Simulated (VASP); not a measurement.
Runs of VASP 6.6.1 on BN. The structure is that of space group Cmcm (No. 63), or close to it. The cells are those of the table. 

| task | cell | gap on the mesh (eV) | pressure (GPa) | largest force (eV/Å) |
| --- | --- | --- | --- | --- |
| single point | a = 2.215, b = 2.423, c = 6.257 Å, angles 90.0, 90.0, 117.2°, 4 atoms | 3.41 | 59.9 | 0.01 |
| single point | a = 2.215, b = 2.423, c = 5.781 Å, angles 90.0, 90.0, 117.2°, 4 atoms | (b) | (c) | - |
| single point | a = 2.762, b = 2.560, c = 6.019 Å, angles 90.0, 90.0, 122.7°, 4 atoms | 3.32 | -31.0 | 0.02 |
| relaxation of the atoms | atoms relaxed from a = 2.762, b = 2.560, c = 6.495 Å, angles 90.0, 90.0, 122.7°, 4 atoms | 3.50 | -29.9 | - |
| single point | a = 2.215, b = 2.423, c = 6.734 Å, angles 90.0, 90.0, 117.2°, 4 atoms | 3.49 | (a) | 0.01 |

Alike in all rows: level LDA; potentials or basis VASP PAW LDA potentials, release 64 (B, N); no spin polarisation; k mesh 12 × 12 × 4; cutoff (eV) 520; smearing gaussian 0.05 eV.

Q: Fill in the values left out.

A: (a) 54.8; (b) 3.30; (c) 66.9.

A k mesh can miss the band edges.
